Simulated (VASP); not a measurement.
HfSeS4: relaxation of cell and atoms with PBE

Crystal: HfSeS4.

```
Hf Se S
1.0
     0.00000    4.15862    4.15862
     4.15862    0.00000    4.15862
     4.15862    4.15862    0.00000
Hf Se S
1 1 4
Direct
  0.00000 0.00000 0.00000
  0.50000 0.50000 0.50000
  0.19275 0.60242 0.60242
  0.60242 0.60242 0.60242
  0.60242 0.19275 0.60242
  0.60242 0.60242 0.19275
```

The cell was built from a structure type or drawn by symmetry, and may not be a known phase.

```json
{
 "Program": "VASP 6.6.1",
 "Task": "relaxation of cell and atoms",
 "Functional": "PBE",
 "Potentials or basis": "VASP PAW PBE potentials, release 64 (Hf_pv, Se, S)",
 "Cutoff": "600 eV",
 "k mesh": "4 × 4 × 4",
 "Occupations": "gaussian, width 0.1 eV",
 "Spin": "no spin polarisation",
 "Dipole correction": "no",
 "Further INCAR settings": "ALGO = Normal; EDIFF = 1e-06; IBRION = 2; EDIFFG = -0.04; NSW = 90; ISIF = 3"
}
```

```json
{"Relaxed volume": "32.62 Å³/atom", "Relaxed cell": "a = 6.517 Å, b = 6.517 Å, c = 6.517 Å, α = 60.00°, β = 60.00°, γ = 60.00°", "Space group after relaxing (to 0.1 Å)": "F-43m (No. 216)", "Pressure after relaxing": "0.0 GPa", "Largest force after relaxing": "0.012 eV/Å", "Band gap on the k mesh": "zero (bands 20 and 21 overlap by 0.19 eV)"}
```

Forces in eV/Å, atoms in the order of the input:
```
Hf   0.000  0.000  0.000
Se   0.000  0.000  0.000
S    0.007 -0.007 -0.007
S    0.007  0.007  0.007
S   -0.007  0.007 -0.007
S   -0.007 -0.007  0.007
```

Final structure:
```cif
data_structure
_symmetry_space_group_name_H-M 'P 1'
_symmetry_Int_Tables_number 1
_cell_length_a 6.5169
_cell_length_b 6.5169
_cell_length_c 6.5169
_cell_angle_alpha 60.000
_cell_angle_beta 60.000
_cell_angle_gamma 60.000
_cell_volume 195.71
loop_
_atom_site_label
_atom_site_type_symbol
_atom_site_fract_x
_atom_site_fract_y
_atom_site_fract_z
_atom_site_occupancy
Hf1 Hf 0.00000 0.00000 0.00000 1
Se1 Se 0.50000 0.50000 0.50000 1
S1 S 0.44378 0.85207 0.85207 1
S2 S 0.85207 0.85207 0.85207 1
S3 S 0.85207 0.44378 0.85207 1
S4 S 0.85207 0.85207 0.44378 1
```

Levels at points of the mesh, in eV from the Fermi level:
```csv
k point,band 16,band 17,band 18,band 19,band 20,band 21,band 22,band 23,band 24
"(0.00, 0.00, 0.00)",-0.86,-0.86,-0.10,-0.10,-0.10,0.51,0.51,0.51,3.29
"(0.50, 0.00, 0.00)",-0.95,-0.87,-0.44,-0.44,-0.24,0.22,0.22,0.52,3.38
"(0.50, 0.50, 0.00)",-1.21,-0.81,-0.81,-0.25,-0.20,-0.20,0.64,0.64,3.44
```

Wall time 25 min on 1 thread of AMD EPYC 9R45 96-Core Processor (Zen 5), with other jobs on the host, peak memory 0.33 GiB.

Caveat: the volume moved by over 15 % at a fixed basis, so the end points are rough; spin-orbit coupling is left out, which moves the levels of the heavy elements.
